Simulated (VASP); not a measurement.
# Co (P6_3/mmc) in VASP: further runs, part 2 of 2

VASP 6.6.1. Earlier steps stand in the parts before.

**3. Single point, LDA, collinear spin, antiferromagnetic start**

Contents of INCAR:

```
SYSTEM = Co
PREC     = Accurate       ! precision mode
ENCUT    = 520            ! plane-wave cutoff, eV
EDIFF    = 1E-6           ! SCF threshold, eV
ISMEAR   = 0              ! smearing method
SIGMA    = 0.05           ! smearing width, eV
LREAL    = .False.        ! projectors in reciprocal space
LASPH    = .True.         ! aspherical terms in the spheres
NELM     = 150            ! most SCF steps
ALGO     = Normal         ! electronic algorithm
ISIF     = 2              ! what is computed and relaxed
LWAVE    = .False.        ! write WAVECAR
LCHARG   = .False.        ! write CHGCAR
ISPIN    = 2              ! spin polarisation
MAGMOM   = 1.5 -1.5       ! initial moments
LORBIT   = 11             ! projections on sites
LMAXMIX  = 4              ! l up to which the mixer works
GGA      = CA             ! functional
NBANDS   = 20             ! bands
```

Contents of KPOINTS:

```
regular mesh
0
Gamma
  20 20 12
  0 0 0
```

Contents of POSCAR:

```
Co
1.0
    2.4294651523      0.0000000000      0.0000000000
   -1.2147325761      2.1039785395      0.0000000000
    0.0000000000      0.0000000000      3.9179744593
Co
2
Direct
    0.3333333333      0.6666666667      0.2500000000
    0.6666666667      0.3333333333      0.7500000000
```

Potentials or basis: VASP PAW LDA potentials, release 64 (Co).

The run is started by

```
> cat potpaw_LDA.64/Co/POTCAR > POTCAR
> mpirun -np 1 vasp_std > vasp.out
```

OUTCAR:

```text
SYSTEM = Co
   PREC = Accurate
   ENCUT = 520
   EDIFF = 1E-6
   ISMEAR = 0
   LREAL = .False.
   LASPH = .True.
   NELM = 150
   ISIF = 2
   ISPIN = 2
   LORBIT = 11
   GGA = CA

 ion  position               nearest neighbor table
   1  0.333  0.667  0.250-   2 2.41   2 2.41   2 2.41   2 2.41   2 2.41   2 2.41
   2  0.667  0.333  0.750-   1 2.41   1 2.41   1 2.41   1 2.41   1 2.41   1 2.41

  LATTYP: Found a hexagonal cell.
 ALAT       =     2.4294651523
 C/A-ratio  =     1.6126901247

  Lattice vectors:

 A1 = (   2.4294651523,   0.0000000000,   0.0000000000)
 A2 = (  -1.2147325761,   2.1039785395,   0.0000000000)
 A3 = (   0.0000000000,   0.0000000000,   3.9179744593)

Analysis of symmetry for initial positions (statically):
=====================================================================
 Subroutine PRICEL returns:
 Original cell was already a primitive cell.

 Routine SETGRP: Setting up the symmetry group for a
 hexagonal supercell.

 Subroutine GETGRP returns: Found 24 space group operations
 (whereof 12 operations were pure point group operations)
 out of a pool of 24 trial point group operations.

The static configuration has the point symmetry D_3d.
[... 747 lines left out ...]
      1       1.8016      1.00000
      2       6.0228      1.00000
      3       9.0934      1.00000
      4       9.1294      1.00000
      5       9.1294      1.00000
      6       9.5149      1.00000
[... 541 lines left out ...]
     19      36.9351      0.00000
     20      38.0623      0.00000

 [... further k-points ...]
[... 5 lines left out ...]
  --------------------------------------------------------------------------------------
  -------------------------------------------------------------------------------------
  Total       -1.5583279     -1.5583279     -1.5892736     -0.0000000      0.0000000      0.0000000
  in kB     -124.6682464   -124.6682464   -127.1439432     -0.0000000      0.0000000      0.0000000
  external PRESSURE =    -125.4934786 kB  Pullay stress =       0.0000000 kB

 VOLUME and BASIS-vectors are now :
 -----------------------------------------------------------------------------
  energy-cutoff  :      520.00
  volume of cell :       20.03
      direct lattice vectors                 reciprocal lattice vectors
     2.429465152  0.000000000  0.000000000     0.411613231  0.237645009  0.000000000
    -1.214732576  2.103978539  0.000000000     0.000000000  0.475290019  0.000000000
     0.000000000  0.000000000  3.917974459     0.000000000  0.000000000  0.255233925

 POSITION                                       TOTAL-FORCE (eV/Angst)
 -----------------------------------------------------------------------------------
     -0.00000      1.40265      0.97949         0.000000      0.000000      0.000000
      1.21473      0.70133      2.93848        -0.000000     -0.000000      0.000000
 -----------------------------------------------------------------------------------
    total drift:                                0.000000     -0.000000     -0.000000

  FREE ENERGIE OF THE ION-ELECTRON SYSTEM (eV)
  ---------------------------------------------------
  free  energy   TOTEN  =       -16.0463078573 eV

  energy  without entropy=      -16.0401762368  energy(sigma->0) =      -16.04324205

 total charge

# of ion       s       p       d       tot
------------------------------------------
    1        0.518   0.586   7.341   8.445
    2        0.518   0.586   7.341   8.445
--------------------------------------------------
tot          1.036   1.172  14.681  16.890

 magnetization (x)

# of ion       s       p       d       tot
------------------------------------------
    1       -0.000   0.000   0.001   0.001
    2        0.000  -0.000  -0.001  -0.001
--------------------------------------------------
tot          0.000   0.000   0.000   0.000
```

stdout:

```text
POSCAR found type information on POSCAR Co
 POSCAR found :  1 types and       2 ions
 scaLAPACK will be used
 LDA part: xc-table for (Slater(with rela. corr.)+CA(PZ))
 , standard interpolation
 POSCAR, INCAR and KPOINTS ok, starting setup
 FFT: planning ... GRIDC
 FFT: planning ... GRID_SOFT
 FFT: planning ... GRID
 WAVECAR not read
 entering main loop
```

Run time: 3.2 min. Hardware: 1 thread of Intel Xeon Platinum 8259CL at 2.50GHz (Skylake/Cascade Lake), shared host; peak memory 0.26 GiB.

What came out:

- Free energy: -16.0463 eV
- Pressure: -12.5 GPa
- Band gap on the k mesh: zero (filled and empty bands overlap)
- Net moment: 0.00 μB per cell
- Valence electrons inside the program's atomic spheres: Co 8.45

Levels at points of the mesh, in eV from the Fermi level:
Spin up:
```csv
k point,band 5,band 6,band 7,band 8,band 9,band 10,band 11,band 12,band 13,band 14
"(0.00, 0.00, 0.00)",-2.01,-1.62,-1.62,-1.22,-1.22,-0.04,0.10,0.10,7.58,22.61
"(0.50, 0.00, 0.00)",-2.21,-1.98,-1.58,0.26,0.38,0.44,2.06,4.16,10.56,11.28
"(0.00, 0.00, 0.50)",-2.09,-2.09,-2.09,-2.09,-0.27,-0.27,-0.27,-0.27,16.24,16.24
"(0.50, 0.00, 0.50)",-1.08,-1.08,-0.38,-0.38,0.37,0.37,1.99,1.99,8.42,8.42
```
Spin down:
| k point | band 6 | band 7 | band 8 | band 9 | band 10 | band 11 | band 12 | band 13 |
| --- | --- | --- | --- | --- | --- | --- | --- | --- |
| (0.00, 0.00, 0.00) | -1.62 | -1.62 | -1.22 | -1.22 | -0.04 | 0.10 | 0.10 | 7.58 |
| (0.50, 0.00, 0.00) | -1.98 | -1.58 | 0.26 | 0.38 | 0.44 | 2.06 | 4.16 | 10.56 |
| (0.00, 0.00, 0.50) | -2.09 | -2.09 | -2.09 | -0.27 | -0.27 | -0.27 | -0.27 | 16.24 |
| (0.50, 0.00, 0.50) | -1.08 | -0.38 | -0.38 | 0.37 | 0.37 | 1.99 | 1.99 | 8.42 |

Caveat: the starting moments collapsed, and a magnetic state may lie lower.

**4. Single point, LDA, collinear spin, ferromagnetic start**

Contents of INCAR:

```
PREC = Accurate
ENCUT = 520
EDIFF = 1E-7
ISMEAR = 0
SIGMA = 0.05
LREAL = F
LASPH = T
NELM = 150
ALGO = Fast
ISIF = 2
LWAVE = F
LCHARG = T
ISPIN = 2
MAGMOM = 1.72 1.72
LORBIT = 11
LMAXMIX = 4
LELF = T
LVHAR = T
NBANDS = 20
```

Contents of KPOINTS:

```
Automatic mesh
0
Gamma
  20 20 12
```

POSCAR is that of step 3.

The run is started by

```
> cat potpaw_LDA.64/Co/POTCAR > POTCAR
> mpirun -np 1 vasp_std > vasp.out
```

Run time: 4 min. Hardware: 1 thread of Intel Xeon Platinum 8259CL at 2.50GHz (Skylake/Cascade Lake), shared host; peak memory 0.26 GiB.

Results (log left out):

```
Free energy                                           : -16.2524 eV
Pressure                                              : -1.2 GPa
Net moment                                            : 2.98 μB per cell
Site moments                                          : Co +1.49 μB
Valence electrons inside the program's atomic spheres : Co 8.45
```

Stress tensor (GPa, compression positive):
```
-1.15  0.00  0.00
 0.00 -1.15  0.00
 0.00  0.00 -1.43
```

Levels at points of the mesh, in eV from the Fermi level:
Spin up:
```tsv
k point	band 7	band 8	band 9	band 10	band 11	band 12	band 13	band 14
(0.00, 0.00, 0.00)	-2.17	-1.77	-1.77	-0.49	-0.49	-0.06	7.25	22.64
(0.50, 0.00, 0.00)	-2.07	-0.36	-0.22	-0.18	1.68	3.84	10.40	11.13
(0.00, 0.00, 0.50)	-2.62	-2.62	-0.85	-0.85	-0.85	-0.85	16.09	16.09
(0.50, 0.00, 0.50)	-0.83	-0.83	-0.25	-0.25	1.80	1.80	8.12	8.12
```
Spin down:
```tsv
k point	band 3	band 4	band 5	band 6	band 7	band 8	band 9	band 10	band 11	band 12
(0.00, 0.00, 0.00)	-1.17	-1.17	-1.17	-0.76	-0.76	-0.31	-0.31	0.12	1.07	1.07
(0.50, 0.00, 0.00)	-3.64	-1.88	-1.36	-1.19	-0.74	1.21	1.37	1.40	2.80	4.76
(0.00, 0.00, 0.50)	-1.74	-1.74	-1.25	-1.25	-1.25	-1.25	0.69	0.69	0.69	0.69
(0.50, 0.00, 0.50)	-2.69	-2.69	-0.17	-0.17	0.32	0.32	1.33	1.33	2.48	2.48
```

**5. Single point, LDA, collinear spin, ferromagnetic start (volume scaled by 1.020)**

Contents of INCAR:

```
SYSTEM = Co
ALGO     = Fast           ! electronic algorithm
EDIFF    = 1E-6           ! SCF threshold, eV
ENCUT    = 520            ! plane-wave cutoff, eV
ISIF     = 2              ! what is computed and relaxed
ISMEAR   = 0              ! smearing method
ISPIN    = 2              ! spin polarisation
LASPH    = .TRUE.         ! aspherical terms in the spheres
LCHARG   = .FALSE.        ! write CHGCAR
LMAXMIX  = 4              ! l up to which the mixer works
LORBIT   = 11             ! projections on sites
LREAL    = .FALSE.        ! projectors in reciprocal space
LWAVE    = .FALSE.        ! write WAVECAR
MAGMOM   = 1.72 1.72      ! initial moments
NBANDS   = 20             ! bands
NELM     = 150            ! most SCF steps
PREC     = Accurate       ! precision mode
SIGMA    = 0.05           ! smearing width, eV
```

Contents of KPOINTS:

```
k-points
0
G
  20 20 12
  0 0 0
```

Contents of POSCAR:

```
Co
1.0
    2.4455547944      0.0000000000      0.0000000000
   -1.2227773972      2.1179125783      0.0000000000
    0.0000000000      0.0000000000      3.9439220662
Co
2
Direct
    0.3333333333      0.6666666667      0.2500000000
    0.6666666667      0.3333333333      0.7500000000
```

The run is started by

```
> cat potpaw_LDA.64/Co/POTCAR > POTCAR
> mpirun -np 1 vasp_std > vasp.out
```

Run time: 3.6 min. Hardware: 1 thread of Oxide Virtual Turin-like, shared host; peak memory 0.23 GiB.

The run converged. Its results:

```
Free energy                                           : -16.2430 eV
Pressure                                              : -6.2 GPa
Net moment                                            : 3.02 μB per cell
Site moments                                          : Co +1.51 μB
Valence electrons inside the program's atomic spheres : Co 8.41
```

Stress tensor (GPa, compression positive):
```
-6.11  0.00  0.00
 0.00 -6.11  0.00
 0.00  0.00 -6.36
```

Levels at points of the mesh, in eV from the Fermi level:
Spin up:
```
           k point  band 7  band 8  band 9  band 10  band 11  band 12  band 13  band 14
(0.00, 0.00, 0.00)   -2.15   -1.76   -1.76    -0.52    -0.52    -0.04     7.06    22.48
(0.50, 0.00, 0.00)   -2.05   -0.39   -0.26    -0.22     1.62     3.74    10.24    10.94
(0.00, 0.00, 0.50)   -2.58   -2.58   -0.87    -0.87    -0.87    -0.87    15.85    15.85
(0.50, 0.00, 0.50)   -0.84   -0.84   -0.29    -0.29     1.77     1.77     7.93     7.93
```
Spin down:
```
           k point  band 4  band 5  band 6  band 7  band 8  band 9  band 10  band 11
(0.00, 0.00, 0.00)   -1.12   -1.12   -0.72   -0.72   -0.28   -0.28     0.13     1.06
(0.50, 0.00, 0.00)   -1.84   -1.30   -1.14   -0.70    1.20    1.35     1.38     2.75
(0.00, 0.00, 0.50)   -1.68   -1.19   -1.19   -1.19   -1.19    0.69     0.69     0.69
(0.50, 0.00, 0.50)   -2.60   -0.15   -0.15    0.32    0.32    1.31     1.31     2.44
```

**6. Single point, LDA, collinear spin, ferromagnetic start (volume scaled by 1.040)**

Contents of INCAR:

```
SYSTEM = Co
PREC     = Accurate       ! precision mode
ENCUT    = 520            ! plane-wave cutoff, eV
EDIFF    = 1E-7           ! SCF threshold, eV
ISMEAR   = 0              ! smearing method
SIGMA    = 0.05           ! smearing width, eV
LREAL    = .FALSE.        ! projectors in reciprocal space
LASPH    = .TRUE.         ! aspherical terms in the spheres
NELM     = 150            ! most SCF steps
ALGO     = Normal         ! electronic algorithm
ISIF     = 2              ! what is computed and relaxed
LWAVE    = .FALSE.        ! write WAVECAR
LCHARG   = .FALSE.        ! write CHGCAR
ISPIN    = 2              ! spin polarisation
MAGMOM   = 1.74 1.74      ! initial moments
LORBIT   = 11             ! projections on sites
LMAXMIX  = 4              ! l up to which the mixer works
NBANDS   = 20             ! bands
```

Contents of KPOINTS:

```
Automatic mesh
0
G
  20 20 12
  0 0 0
```

Contents of POSCAR:

```
Co
1.0
    2.4614354653      0.0000000000      0.0000000000
   -1.2307177327      2.1316656427      0.0000000000
    0.0000000000      0.0000000000      3.9695326673
Co
2
Direct
    0.3333333333      0.6666666667      0.2500000000
    0.6666666667      0.3333333333      0.7500000000
```

Potentials or basis: VASP PAW LDA potentials, release 64 (Co).

The run is started by

```
> cat potpaw_LDA.64/Co/POTCAR > POTCAR
> mpirun -np 1 vasp_std > vasp.out
```

OUTCAR:

```text
SYSTEM = Co
   PREC = Accurate
   ENCUT = 520
   EDIFF = 1E-7
   ISMEAR = 0
   LREAL = .FALSE.
   LASPH = .TRUE.
   NELM = 150
   ISIF = 2
   ISPIN = 2
   LORBIT = 11

 ion  position               nearest neighbor table
   1  0.333  0.667  0.250-   2 2.44   2 2.44   2 2.44   2 2.44   2 2.44   2 2.44
   2  0.667  0.333  0.750-   1 2.44   1 2.44   1 2.44   1 2.44   1 2.44   1 2.44

  LATTYP: Found a hexagonal cell.
 ALAT       =     2.4614354653
 C/A-ratio  =     1.6126901246

  Lattice vectors:

 A1 = (   2.4614354653,   0.0000000000,   0.0000000000)
 A2 = (  -1.2307177327,   2.1316656427,   0.0000000000)
 A3 = (   0.0000000000,   0.0000000000,   3.9695326673)

Analysis of symmetry for initial positions (statically):
=====================================================================
 Subroutine PRICEL returns:
 Original cell was already a primitive cell.

 Routine SETGRP: Setting up the symmetry group for a
 hexagonal supercell.

 Subroutine GETGRP returns: Found 24 space group operations
 (whereof 12 operations were pure point group operations)
[... 745 lines left out ...]

 k-point     1 :       0.0000    0.0000    0.0000
  band No.  band energies     occupation
      1       1.5384      1.00000
      2       6.1401      1.00000
      3       9.4008      1.00000
      4       9.4054      1.00000
      5       9.4054      1.00000
      6       9.7942      1.00000
[... 541 lines left out ...]
     19      35.8468      0.00000
     20      36.9269      0.00000

 [... further k-points ...]
[... 5 lines left out ...]
  --------------------------------------------------------------------------------------
  -------------------------------------------------------------------------------------
  Total       -1.3732867     -1.3732867     -1.4050072      0.0000000      0.0000000      0.0000000
  in kB     -105.6391474   -105.6391474   -108.0792260      0.0000000      0.0000000      0.0000000
  external PRESSURE =    -106.4525069 kB  Pullay stress =       0.0000000 kB

 VOLUME and BASIS-vectors are now :
 -----------------------------------------------------------------------------
  energy-cutoff  :      520.00
  volume of cell :       20.83
      direct lattice vectors                 reciprocal lattice vectors
     2.461435465  0.000000000  0.000000000     0.406266999  0.234558361  0.000000000
    -1.230717733  2.131665643  0.000000000     0.000000000  0.469116723  0.000000000
     0.000000000  0.000000000  3.969532667     0.000000000  0.000000000  0.251918824

 POSITION                                       TOTAL-FORCE (eV/Angst)
 -----------------------------------------------------------------------------------
     -0.00000      1.42111      0.99238        -0.000000      0.000000      0.000000
      1.23072      0.71056      2.97715         0.000000     -0.000000      0.000000
 -----------------------------------------------------------------------------------
    total drift:                                0.000000     -0.000000     -0.000000

  FREE ENERGIE OF THE ION-ELECTRON SYSTEM (eV)
  ---------------------------------------------------
  free  energy   TOTEN  =       -16.2219104906 eV

  energy  without entropy=      -16.2201098762  energy(sigma->0) =      -16.22101018

 total charge

# of ion       s       p       d       tot
------------------------------------------
    1        0.506   0.552   7.308   8.365
    2        0.506   0.552   7.308   8.365
--------------------------------------------------
tot          1.011   1.103  14.615  16.730

 magnetization (x)

# of ion       s       p       d       tot
------------------------------------------
    1       -0.013  -0.039   1.580   1.528
    2       -0.013  -0.039   1.580   1.528
--------------------------------------------------
tot         -0.026  -0.077   3.159   3.056
```

OSZICAR:

```text
N       E                     dE             d eps       ncg     rms          rms(c)
DAV:   1     0.832489085930E+02    0.83249E+02   -0.78818E+03 26028   0.121E+03
DAV:   2    -0.139573094393E+02   -0.97206E+02   -0.87573E+02 24968   0.218E+02
DAV:   3    -0.185404554646E+02   -0.45831E+01   -0.43804E+01 27876   0.573E+01
DAV:   4    -0.186116513022E+02   -0.71196E-01   -0.71135E-01 30068   0.629E+00
DAV:   5    -0.186137717198E+02   -0.21204E-02   -0.21203E-02 28712   0.104E+00    0.158E+01
DAV:   6    -0.166988120184E+02    0.19150E+01   -0.76716E+00 28068   0.590E+01    0.768E+00
DAV:   7    -0.162622343333E+02    0.43658E+00   -0.12755E+00 28692   0.217E+01    0.386E+00
DAV:   8    -0.162385224819E+02    0.23712E-01   -0.12948E-02 35216   0.976E-01    0.186E+00
DAV:   9    -0.162227435258E+02    0.15779E-01   -0.17723E-03 43576   0.725E-01    0.543E-01
DAV:  10    -0.162221122398E+02    0.63129E-03   -0.27627E-04 32928   0.201E-01    0.228E-01
DAV:  11    -0.162219259944E+02    0.18625E-03   -0.44229E-05 40528   0.111E-01    0.363E-02
DAV:  12    -0.162219131844E+02    0.12810E-04   -0.73084E-06 31212   0.225E-02    0.187E-02
DAV:  13    -0.162219104583E+02    0.27261E-05   -0.16259E-06 39056   0.155E-02    0.889E-03
DAV:  14    -0.162219104906E+02   -0.32279E-07   -0.16370E-07 22096   0.543E-03
   1 F= -.16221910E+02 E0= -.16221010E+02  d E =-.180061E-02  mag=     3.0593
```

stdout:

```text
POSCAR found type information on POSCAR Co
 POSCAR found :  1 types and       2 ions
 scaLAPACK will be used
 LDA part: xc-table for (Slater(with rela. corr.)+CA(PZ))
 , standard interpolation
 POSCAR, INCAR and KPOINTS ok, starting setup
 FFT: planning ... GRIDC
 FFT: planning ... GRID_SOFT
 FFT: planning ... GRID
 WAVECAR not read
 entering main loop
```

Wall time 3.6 min (1 thread of Oxide Virtual Turin-like, shared host); peak memory 0.23 GiB.

What came out:

```
Free energy                                           : -16.2219 eV
Pressure                                              : -10.6 GPa
Net moment                                            : 3.06 μB per cell
Site moments                                          : Co +1.53 μB
Valence electrons inside the program's atomic spheres : Co 8.37
```

**7. Summary**

| cell | gap on the mesh (eV) | pressure (GPa) | moment (μB) |
| --- | --- | --- | --- |
| a = 2.429, b = 2.429, c = 3.918 Å, angles 90.0, 90.0, 120.0°, 2 atoms | none | -1.2 | 2.98 |
| a = 2.446, b = 2.446, c = 3.944 Å, angles 90.0, 90.0, 120.0°, 2 atoms | none | -6.2 | 3.02 |
| a = 2.461, b = 2.461, c = 3.970 Å, angles 90.0, 90.0, 120.0°, 2 atoms | none | -10.6 | 3.06 |

Alike in all rows: task single point; level LDA; potentials or basis VASP PAW LDA potentials, release 64 (Co); spin collinear, ferromagnetic start; k mesh 20 × 20 × 12; cutoff (eV) 520; smearing gaussian 0.05 eV.

Total energies depend on the potentials used, so only differences within one code and one set of settings carry meaning.
